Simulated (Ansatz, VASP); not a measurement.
# Zr in VASP and in Ansatz

INCAR

```
PREC = Accurate
ENCUT = 520
EDIFF = 1E-6
ISMEAR = 0
SIGMA = 0.05
LREAL = F
LASPH = T
NELM = 80
ALGO = Normal
ISIF = 2
LWAVE = F
LCHARG = T
LELF = T
LVHAR = T
NBANDS = 19
```

Contents of KPOINTS:

```
Automatic mesh
0
Gamma
  16 16 8
```

POSCAR

```
Zr
1.0
    3.1471525043      0.0000000000      0.0000000000
   -1.5735762522      2.7255140183      0.0000000000
    0.0000000000      0.0000000000      5.0789986234
Zr
2
Direct
    0.3333333333      0.6666666667      0.7500000000
    0.6666666667      0.3333333333      0.2500000000
```

Input for Ansatz:

```yaml
crystal:
  lattice:
    - [3.1471525043, 0.0, 0.0]
    - [-1.5735762522, 2.7255140183, 0.0]
    - [0.0, 0.0, 5.0789986234]
  atoms:
    - { symbol: Zr, position: [0.3333333333, 0.6666666667, 0.75] }
    - { symbol: Zr, position: [0.6666666667, 0.3333333333, 0.25] }
basis:
  ecutwfc: 420
  ecutrho_ratio: 4
kpoints:
  mp_grid: { grid: [16, 16, 8] }
  band_path:
    path:
      - [[0.0, 0.0, 0.0], [0.5, 0.0, 0.0], [0.33333333, 0.33333333, 0.0], [0.0, 0.0, 0.0], [0.0, 0.0, 0.5], [0.5, 0.0, 0.5], [0.33333333, 0.33333333, 0.5], [0.0, 0.0, 0.5]]
      - [[0.5, 0.0, 0.5], [0.5, 0.0, 0.0]]
      - [[0.33333333, 0.33333333, 0.5], [0.33333333, 0.33333333, 0.0]]
    npoints: 14
hamiltonian:
  xc: lda
scf:
  occupations: { method: gaussian, width: 0.05 }
output:
  forces: true
  stress: true
  eigenvalues: true
  populations: true
  dos: { projected: true, de: 0.02, nscf_kmesh: { grid: [24, 24, 12] } }
  bader: true
```

Alike in both runs: task single point; functional LDA; k mesh 16 × 16 × 8; occupations gaussian, width 0.05 eV; no spin polarisation.

```csv
,VASP,Ansatz
version,VASP 6.6.1,Ansatz 0.2.0
potentials or method,"VASP PAW LDA potentials, release 64 (Zr_sv), cutoff 520 eV","scalar-relativistic, plane waves, PAW"
valence electrons in the cell,24,24
```

VASP gave:

* pressure (GPa): 0.1
* traceless stress, the component that is largest in VASP (GPa): 0.10

Question: What did Ansatz give for the same quantities?

Answer: Pressure (GPa): 0.0; traceless stress, the component that is largest in VASP (GPa): 0.05.

LDA's correlation is that of Perdew and Zunger in VASP and of Perdew and Wang (1992) in Ansatz.
